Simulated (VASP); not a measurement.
# TePbI6 (Fm-3m) in VASP: notebook, part 2 of 2

VASP 6.6.1.

## (4) Single point, r2SCAN+rVV10

This run uses another cell than the first one, of 55.60 Å³/atom.

POSCAR reads:

```
TePbI6
1.0
    0.0000000000      6.0587401887      6.0587401887
    6.0587401887      0.0000000000      6.0587401887
    6.0587401887      6.0587401887      0.0000000000
Te Pb I
1 1 6
Direct
    0.5000000000      0.5000000000      0.5000000000
    0.0000000000      0.0000000000      0.0000000000
    0.7426376985      0.2573623015      0.2573623015
    0.2573623015      0.7426376985      0.7426376985
    0.2573623015      0.7426376985      0.2573623015
    0.7426376985      0.2573623015      0.7426376985
    0.2573623015      0.2573623015      0.7426376985
    0.7426376985      0.7426376985      0.2573623015
```

INCAR.step1 reads:

```
ALGO = Normal ; EDIFF = 1E-4
ENCUT = 520 ; GGA = PE
ISMEAR = -1 ; LASPH = T
LCHARG = F ; LREAL = F
LWAVE = T ; NBANDS = 41
NELM = 60 ; PREC = Accurate
SIGMA = 0.03
```

INCAR.step2 reads:

```
ALGO = Normal ; BPARAM = 11.95
CPARAM = 0.0093 ; EDIFF = 1E-6
ENCUT = 520 ; ISIF = 2
ISMEAR = -1 ; ISTART = 1
IVDW_NL = 2 ; LASPH = T
LCHARG = F ; LMIXTAU = T
LREAL = F ; LUSE_VDW = T
LWAVE = F ; METAGGA = R2SCAN
NBANDS = 41 ; NELM = 60
PREC = Accurate ; SIGMA = 0.03
```

KPOINTS reads:

```
k-points
0
Gamma
  4 4 4
```

Potentials or basis: VASP PAW PBE potentials, release 64 (Te, Pb_d, I).

Run with:

```
> cat potpaw_PBE.64/Te/POTCAR potpaw_PBE.64/Pb_d/POTCAR potpaw_PBE.64/I/POTCAR > POTCAR
> cp INCAR.step1 INCAR
> mpirun -np 1 vasp_std > vasp.out
> cp INCAR.step2 INCAR
> mpirun -np 1 vasp_std > vasp.out
```

OUTCAR:

```text
BPARAM = 11.95
   EDIFF = 1E-6
   ENCUT = 520
   ISIF = 2
   ISMEAR = -1
   ISTART = 1
   IVDW_NL = 2
   LASPH = T
   LREAL = F
   METAGGA = R2SCAN
   NELM = 60
   PREC = Accurate

 ion  position               nearest neighbor table
   1  0.500  0.500  0.500-   3 2.94   4 2.94   5 2.94   6 2.94   7 2.94   8 2.94
   2  0.000  0.000  0.000-   3 3.12   4 3.12   5 3.12   6 3.12   7 3.12   8 3.12
   3  0.743  0.257  0.257-   1 2.94   2 3.12
   4  0.257  0.743  0.743-   1 2.94   2 3.12
   5  0.257  0.743  0.257-   1 2.94   2 3.12
   6  0.743  0.257  0.743-   1 2.94   2 3.12
   7  0.257  0.257  0.743-   1 2.94   2 3.12
   8  0.743  0.743  0.257-   1 2.94   2 3.12

  LATTYP: Found a face centered cubic cell.
 ALAT       =    12.1174803774

  Lattice vectors:

 A1 = (   0.0000000000,   6.0587401887,   6.0587401887)
 A2 = (   6.0587401887,   0.0000000000,   6.0587401887)
 A3 = (   6.0587401887,   6.0587401887,   0.0000000000)

Analysis of symmetry for initial positions (statically):
=====================================================================
 Subroutine PRICEL returns:
 Original cell was already a primitive cell.

 Routine SETGRP: Setting up the symmetry group for a
 face centered cubic supercell.

 Subroutine GETGRP returns: Found 48 space group operations
 (whereof 48 operations were pure point group operations)
 out of a pool of 48 trial point group operations.

The static configuration has the point symmetry O_h .

Analysis of symmetry for dynamics (positions and initial velocities):
=====================================================================
 Subroutine PRICEL returns:
 Original cell was already a primitive cell.

 Routine SETGRP: Setting up the symmetry group for a
 face centered cubic supercell.

 Subroutine GETGRP returns: Found 48 space group operations
[... 120 lines left out ...]
  Fermi-wavevector in a.u.,A,eV,Ry     =   0.848815  1.604028  9.802820  0.720487
  Thomas-Fermi vector in A             =   1.964538
   LORBIT       =      0    0 simple, 1 ext, 2 COOP (PROOUT), +10 PAW based schemes
   METAGGA = R2SCAN    functional components
   LHFCALC =     F    Hartree Fock is set to
   AEXX    =    0.0000 exact exchange contribution
   IVDW_NL    =     2    kernel type
   BPARAM     =11.9500
   IVDW    =     0    specifies the selected vdW correction
   LEPSILON=     F    determine dielectric tensor
   LRPA    =     F    only Hartree local field effects (RPA)
 non-spin polarized calculation
  energy-cutoff  :      520.00
  volume of cell :      444.81
 maximum number of plane-waves:     12039
   NGX = 31   NGY = 31   NGZ = 31

 number of electron      62.0000010 magnetization

 Free energy of the ion-electron system (eV)
  ---------------------------------------------------
  ext. energy  EPLUGINS =         0.00000000
  ---------------------------------------------------
  free energy    TOTEN  =      -228.31270494 eV

  energy without entropy =     -228.31109065  energy(sigma->0) =     -228.31189779

 E-fermi :   0.3163     XC(G=0):  -7.0271

 val. band max:        0.2973538128   @ k =   0.0000   0.0000   0.0000
 cond. band min:       0.3772877056   @ k =   0.0000   0.0000   0.0000
 fundamental gap:      0.0799338928
 Fermi energy:         0.3162868010

 k-point     1 :       0.0000    0.0000    0.0000
  band No.  band energies     occupation
      1     -17.3690      2.00000
      2     -17.3690      2.00000
      3     -17.2868      2.00000
      4     -17.2868      2.00000
      5     -17.2868      2.00000
      6     -13.7245      2.00000
[... 341 lines left out ...]
     40       7.0773      0.00000
     41       7.0822      0.00000

------------------------ aborting loop because EDIFF is reached ----------------------------------------

  FORCE on cell =-STRESS in cart. coord.  units (eV):
  Direction    XX          YY          ZZ          XY          YZ          ZX
  --------------------------------------------------------------------------------------
  -------------------------------------------------------------------------------------
  Total        0.1639500      0.1639500      0.1639500      0.0000000      0.0000000      0.0000000
  in kB        0.5905340      0.5905340      0.5905340      0.0000000      0.0000000      0.0000000
  external PRESSURE =       0.5905340 kB  Pullay stress =       0.0000000 kB

 VOLUME and BASIS-vectors are now :
 -----------------------------------------------------------------------------
  energy-cutoff  :      520.00
  volume of cell :      444.81
      direct lattice vectors                 reciprocal lattice vectors
     0.000000000  6.058740189  6.058740189    -0.082525407  0.082525407  0.082525407
     6.058740189  0.000000000  6.058740189     0.082525407 -0.082525407  0.082525407
     6.058740189  6.058740189  0.000000000     0.082525407  0.082525407 -0.082525407

 POSITION                                       TOTAL-FORCE (eV/Angst)
 -----------------------------------------------------------------------------------
      6.05874      6.05874      6.05874         0.000000      0.000000     -0.000000
      0.00000      0.00000      0.00000         0.000000      0.000000     -0.000000
      3.11858      6.05874      6.05874         0.000282      0.000000     -0.000000
      8.99890      6.05874      6.05874        -0.000282      0.000000     -0.000000
      6.05874      3.11858      6.05874         0.000000      0.000282     -0.000000
      6.05874      8.99890      6.05874         0.000000     -0.000282     -0.000000
      6.05874      6.05874      3.11858         0.000000      0.000000      0.000282
      6.05874      6.05874      8.99890         0.000000      0.000000     -0.000282
 -----------------------------------------------------------------------------------
    total drift:                                0.000000      0.000000     -0.000000

  FREE ENERGIE OF THE ION-ELECTRON SYSTEM (eV)
  ---------------------------------------------------
  free  energy   TOTEN  =      -228.3127049359 eV

  energy  without entropy=     -228.3110906456  energy(sigma->0) =     -228.31189779
```

OUTCAR.step1:

```text
EDIFF = 1E-4
   ENCUT = 520
   GGA = PE
   ISMEAR = -1
   LASPH = T
[... 575 lines left out ...]
      6.05874      3.11858      6.05874         0.000000     -0.028358     -0.000000
      6.05874      8.99890      6.05874         0.000000      0.028358     -0.000000
      6.05874      6.05874      3.11858         0.000000     -0.000000     -0.028358
      6.05874      6.05874      8.99890         0.000000     -0.000000      0.028358
 -----------------------------------------------------------------------------------
    total drift:                                0.000000      0.000000     -0.000000

  FREE ENERGIE OF THE ION-ELECTRON SYSTEM (eV)
  ---------------------------------------------------
  free  energy   TOTEN  =       -17.2390744818 eV

  energy  without entropy=      -17.2369659332  energy(sigma->0) =      -17.23802021
```

Run time: 14 min. Hardware: 1 thread of AMD EPYC 9R45 (Zen 5), shared host; peak memory 1.6 GiB.

What came out:

* Free energy: -228.3127 eV
* Pressure: 0.1 GPa
* Band gap on the k mesh: 0.08 eV

Caveat: the PAW data sets were made with another functional, which shifts forces and pressure a little; spin-orbit coupling is left out, which moves the levels of the heavy elements. A k mesh can miss the band edges.

## (5) Relaxation of cell and atoms, PBEsol

This run uses another cell than the first one, of 47.87 Å³/atom.

INCAR reads:

```
ALGO = Normal
EDIFF = 1E-6
EDIFFG = -0.01
ENCUT = 600
GGA = PS
IBRION = 2
ISIF = 3
ISMEAR = -1
LASPH = T
LCHARG = F
LREAL = F
LWAVE = F
NELM = 100
NSW = 100
PREC = Accurate
SIGMA = 0.03
```

KPOINTS is that of step 4.

POSCAR reads:

```
TePbI6
1.0
    0.0000000000      5.7637386600      5.7637386600
    5.7637386600      0.0000000000      5.7637386600
    5.7637386600      5.7637386600      0.0000000000
Te Pb I
1 1 6
Direct
    0.5000000000      0.5000000000      0.5000000000
    0.0000000000      0.0000000000      0.0000000000
    0.7476230800      0.2523769200      0.2523769200
    0.2523769200      0.7476230800      0.7476230800
    0.2523769200      0.7476230800      0.2523769200
    0.7476230800      0.2523769200      0.7476230800
    0.2523769200      0.2523769200      0.7476230800
    0.7476230800      0.7476230800      0.2523769200
```

Run with:

```
> cat potpaw_PBE.64/Te/POTCAR potpaw_PBE.64/Pb_d/POTCAR potpaw_PBE.64/I/POTCAR > POTCAR
> mpirun -np 1 vasp_std > vasp.out
```

It took 13 min on 1 thread of AMD EPYC 9R45 (Zen 5), shared host; peak memory 0.82 GiB.

The run converged. Its results:

```yaml
Free_energy: -19.1417 eV
Relaxed_volume: 54.79 Å³/atom
Relaxed_cell: a = 8.527 Å, b = 8.527 Å, c = 8.527 Å, α = 60.00°, β = 60.00°, γ = 60.00°
Space_group_after_relaxing_to_0.1_Å: Fm-3m (No. 225)
Energy_gained_by_relaxing: 71.6 meV/atom
Ionic_steps: 7
Pressure_after_relaxing: 0.0 GPa
Largest_force_after_relaxing: 0.004 eV/Å
Band_gap_on_the_k_mesh: zero (filled and empty bands touch)
```

Forces in eV/Å, atoms in the order of the input:
```
Te   0.000  0.000  0.000
Pb   0.000  0.000  0.000
I    0.004  0.000  0.000
I   -0.004  0.000  0.000
I    0.000  0.004  0.000
I    0.000 -0.004  0.000
I    0.000  0.000  0.004
I    0.000  0.000 -0.004
```

The path:
```tsv
step	energy change (eV)	largest force (eV/Å)	pressure (GPa)	volume (Å³)
1	0.0000	0.2819	3.59	382.95
2	-0.5208	0.3166	-0.49	445.54
3	-0.5340	0.3101	-0.05	435.56
4	-0.5566	0.2004	-0.01	435.68
5	-0.5724	0.0087	0.08	435.89
6	-0.5725	0.0008	0.09	435.90
7	-0.5729	0.0036	-0.03	438.36
```

Final structure:
```
Te Pb I
1.0
     0.00000    6.02929    6.02929
     6.02929    0.00000    6.02929
     6.02929    6.02929    0.00000
Te Pb I
1 1 6
Direct
  0.50000 0.50000 0.50000
  0.00000 0.00000 0.00000
  0.74312 0.25688 0.25688
  0.25688 0.74312 0.74312
  0.25688 0.74312 0.25688
  0.74312 0.25688 0.74312
  0.25688 0.25688 0.74312
  0.74312 0.74312 0.25688
```

Levels at points of the mesh, in eV from the Fermi level:
| k point | band 28 | band 29 | band 30 | band 31 | band 32 | band 33 | band 34 | band 35 |
| --- | --- | --- | --- | --- | --- | --- | --- | --- |
| (0.00, 0.00, 0.00) | -0.21 | -0.21 | -0.21 | 0.02 | 0.02 | 0.02 | 0.09 | 4.73 |
| (0.50, 0.00, 0.00) | -0.64 | -0.58 | -0.58 | -0.52 | 1.94 | 1.94 | 2.44 | 3.57 |
| (0.50, 0.50, 0.00) | -0.88 | -0.88 | -0.46 | -0.21 | 0.53 | 0.53 | 0.83 | 4.79 |

Caveat: the PAW data sets were made with another functional, which shifts forces and pressure a little; spin-orbit coupling is left out, which moves the levels of the heavy elements.

## (6) Overview

| task | level | cell | cutoff (eV) | gap on the mesh (eV) | pressure (GPa) |
| --- | --- | --- | --- | --- | --- |
| single point | PBEsol | a = 8.529 Å, angles 60.0°, 8 atoms, atomic positions A | 520 | none | 0.0 |
| single point | r2SCAN+rVV10 | a = 8.568 Å, angles 60.0°, 8 atoms, atomic positions B | 520 | 0.08 | 0.1 |
| relaxation of cell and atoms | PBEsol | relaxed from a = 8.151 Å, angles 60.0°, 8 atoms, atomic positions C | 600 | none | 0.0 |

Alike in all rows: potentials or basis VASP PAW PBE potentials, release 64 (Te, Pb_d, I); no spin polarisation; k mesh 4 × 4 × 4; smearing fermi-dirac 0.03 eV.

Caveats: the PAW data sets were made with another functional, which shifts forces and pressure a little; spin-orbit coupling is left out, which moves the levels of the heavy elements.

Absolute energies hang on the potentials; compare differences alone.

The gap in the log of VASP goes by the Fermi energy; the results here count the filled bands.